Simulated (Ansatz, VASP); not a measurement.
**One calculation of AlN, two programs**

```xyz
4
Lattice="2.9555 0.0000 0.0000 -1.4777 2.5595 0.0000 0.0000 0.0000 5.2269" Properties=species:S:1:pos:R:3 pbc="T T T"
Al    0.0000    1.7063    0.0000
Al    1.4777    0.8532    2.6134
N     0.0000    1.7063    2.0124
N     1.4777    0.8532    4.6258
```

Change from the starting cell: strain -0.050 along x and y, +0.050 along z, atoms carried along.

Alike in both runs: task single point; functional r2SCAN; k mesh 12 × 12 × 6; occupations gaussian, width 0.05 eV; no spin polarisation.

|  | VASP | Ansatz |
| --- | --- | --- |
| version | VASP 6.6.1 | Ansatz 0.2.0 |
| potentials or method | VASP PAW PBE potentials, release 64 (Al, N), cutoff 520 eV | scalar-relativistic, plane waves, PAW |
| valence electrons in the cell | 16 | 16 |

VASP gave:

| Quantity | Value |
| --- | --- |
| gap on the k mesh at the Fermi level (eV) | 5.13 |
| least direct gap on the mesh (eV) | 5.13 |
| pressure (GPa) | 16.3 |
| traceless stress, the component that is largest in VASP (GPa) | -32.26 |
| rms of the force components (eV/Å) | 0.682 |

Task: What did Ansatz give for the same quantities?

Result: gap on the k mesh at the Fermi level (eV): 5.09; least direct gap on the mesh (eV): 5.09; pressure (GPa): 16.5; traceless stress, the component that is largest in VASP (GPa): -31.84; rms of the force components (eV/Å): 0.671.

VASP's potentials were made for PBE, not for r2SCAN. Atom by atom the forces differ by 0.011 eV/Å (rms over components).
